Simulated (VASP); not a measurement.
AlAs4:

```xyz
10
Lattice="3.8500 0.0000 0.0000 -1.9250 3.3342 0.0000 0.0000 0.0000 16.5000" Properties=species:S:1:pos:R:3 pbc="T T T"
Al    0.0000    2.2228    1.2210
Al    1.9250    1.1114   15.2790
As    1.9250    1.1114    1.3200
As    0.0000    2.2228   15.1800
As    0.0000    0.0000    3.8445
As    0.0000    2.2228    5.1480
As    1.9250    1.1114    7.6065
As    0.0000    2.2228    8.8935
As    0.0000    0.0000   12.6555
As    1.9250    1.1114   11.3520
```

| Property | Result |
| --- | --- |
| Program | VASP 6.6.1 |
| Task | relaxation of cell and atoms |
| Functional | PBE |
| Potentials or basis | VASP PAW PBE potentials, release 64 (Al, As) |
| Cutoff | 600 eV |
| k mesh | 5 × 5 × 1 |
| Occupations | gaussian, width 0.2 eV |
| Spin | no spin polarisation |

At the start: pressure 10.0 GPa; volume 21.18 Å³/atom.

Task: How do energy, volume and symmetry change on relaxing?

Result: Over 26 steps the energy falls by 213.7 meV/atom and the volume is 24.70 Å³/atom (+16.6 %); space group P-3m1 (No. 164, to 0.1 Å) before and after.

The path:
| step | energy change (eV) | largest force (eV/Å) | pressure (GPa) | volume (Å³) |
| --- | --- | --- | --- | --- |
| 1 | 0.0000 | 1.6723 | 10.03 | 211.80 |
| 2 | -0.7014 | 0.8648 | -4.15 | 255.01 |
| 3 | -0.9152 | 0.8220 | -0.52 | 239.27 |
| 4 | -1.0689 | 0.7671 | -0.36 | 239.70 |
| 5 | -1.1768 | 0.6557 | -0.03 | 240.44 |
| 6 | -1.3240 | 0.8172 | -0.11 | 240.59 |
| 7 | -1.6831 | 0.8390 | -0.55 | 240.89 |
| 8 | -0.7003 | 2.2479 | -1.98 | 240.76 |
| 9 | -1.7181 | 0.7151 | -0.87 | 240.94 |
| 10 | -1.8900 | 0.7261 | -0.22 | 234.39 |
| 11 | -1.8913 | 0.7508 | -0.17 | 233.80 |
| 12 | -1.9913 | 0.4508 | 0.38 | 231.66 |
| 13 | -2.0320 | 0.1362 | 1.19 | 229.16 |
| 14 | -2.0317 | 0.3677 | -1.02 | 238.09 |
| 15 | -2.0513 | 0.2515 | 0.04 | 233.54 |
| 16 | -2.0779 | 0.1436 | -0.06 | 235.88 |
| 17 | -2.0975 | 0.2453 | -0.17 | 240.11 |
| 18 | -2.1139 | 0.1032 | 0.31 | 240.43 |
| 19 | -2.1146 | 0.1210 | 0.43 | 240.49 |
| 20 | -2.1238 | 0.2066 | -0.15 | 244.01 |
| 21 | -2.1239 | 0.2174 | -0.19 | 244.30 |
| 22 | -2.1308 | 0.0879 | -0.02 | 245.46 |
| 23 | -2.1308 | 0.0941 | -0.01 | 245.52 |
| 24 | -2.1336 | 0.0802 | 0.06 | 245.73 |
| 25 | -2.1353 | 0.1218 | 0.16 | 246.04 |
| 26 | -2.1370 | 0.0598 | -0.07 | 246.99 |

Final structure:
```
Al As
1.0
     3.87184    0.00000    0.00000
    -1.93592    3.35311    0.00000
     0.00000    0.00000   19.02460
Al As
2 8
Cartesian
  0.0000 2.2354 0.8772
  1.9359 1.1177 18.1474
  1.9359 1.1177 1.8215
  0.0000 2.2354 17.2031
  0.0000 0.0000 4.7627
  0.0000 2.2354 6.0567
  1.9359 1.1177 8.8634
  0.0000 2.2354 10.1612
  1.9359 3.3531 14.2619
  1.9359 1.1177 12.9678
```

Caveat: the volume moved by over 15 % at a fixed basis, so the end points are rough; this functional lacks dispersion, which binds the layers, so the pressure and a relaxed spacing across them are unreliable; the relaxation stopped at a loose force limit of 0.08 eV/Å, so its end isn't a converged minimum.
